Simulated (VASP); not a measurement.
Input of a VASP 6.6.1 run:

File INCAR:

```
  PREC = Accurate
  ENCUT = 520
  EDIFF = 1E-6
  ISMEAR = 0
  SIGMA = 0.05
  LREAL = Auto
  LASPH = True
  NELM = 60
  ALGO = Normal
  ISIF = 2
  LWAVE = False
  LCHARG = False
  GGA = PE
  IVDW = 12
  NBANDS = 92
```

Contents of KPOINTS:

```
Automatic mesh
0
Gamma
  4 5 1
```

File POSCAR:

```
W8C8NO
1.0
    5.7136600000      0.0000000000      0.0000000000
    0.0000000000      5.6044600000      0.0000000000
    0.0000000000      0.0000000000     16.1234790000
W C N O
8 8 1 1
Direct
    0.0000000000      0.0000000000      0.0620214161
    0.2516996111     -0.0057752219      0.2193770960
    0.0000000000      0.5000000000      0.0620214161
    0.2630294767      0.4934398675      0.2204273036
    0.5000000000      0.0000000000      0.0620214161
    0.7407721145      0.0095743390      0.2183121893
    0.5000000000      0.5000000000      0.0620214161
    0.7520654012      0.5062976629      0.2185001140
    0.5042228624      0.2563023021      0.1586156437
    0.4144378559      0.1890201732      0.3047816169
    0.4994686418      0.7481189981      0.1590521500
    0.3092756657      0.7412494692      0.3123542382
    1.0005560359      0.2504173462      0.1648039483
    0.5686724446      0.3636774997      0.3258542403
    0.9993603050      0.7491719095      0.1624590450
    0.6981493474      0.7736463459      0.3115443633
    0.5101255587      0.7375884563      0.3669801040
    0.5306882104      0.5053646560      0.3997952303
```

Potentials or basis: VASP PAW PBE potentials, release 64 (W_sv, C, N, O).

The run is started by

```bash
$ cat potpaw_PBE.64/W_sv/POTCAR potpaw_PBE.64/C/POTCAR potpaw_PBE.64/N/POTCAR potpaw_PBE.64/O/POTCAR > POTCAR
$ mpirun -np 1 vasp_std > vasp.out
```

Task: Estimate the largest force.

Result: 1.377 eV/Å.

Task: Predict the band gap on the k mesh.

Result: Zero (an odd number of electrons rules out a gap without spin polarisation).

Task: Estimate the dispersion energy per atom.

Result: -0.249 eV.

Forces on the atoms (eV/Å):
```
W   -0.036  0.015  0.891
W   -0.131 -0.058  0.036
W    0.243  0.138  0.758
W   -0.107  0.008 -0.060
W   -0.025 -0.121 -0.430
W    0.053  0.086 -0.019
W    0.068  0.136 -1.141
W    0.042  0.037  0.045
C   -0.014  0.009  0.026
C   -0.063  0.091 -0.055
C    0.020  0.009  0.023
C    0.247  0.106  0.255
C    0.015  0.019  0.009
C   -0.529  0.182 -0.042
C   -0.071  0.021  0.006
C   -0.045  0.061  0.160
N    0.080  0.613 -0.490
O    0.251 -1.354  0.028
```

Caveat: there is no dipole correction, which matters where the two faces differ; spin-orbit coupling is left out, which moves the levels of the heavy elements; an odd number of electrons without spin polarisation forces a metal; a magnetic or distorted state may lie lower.
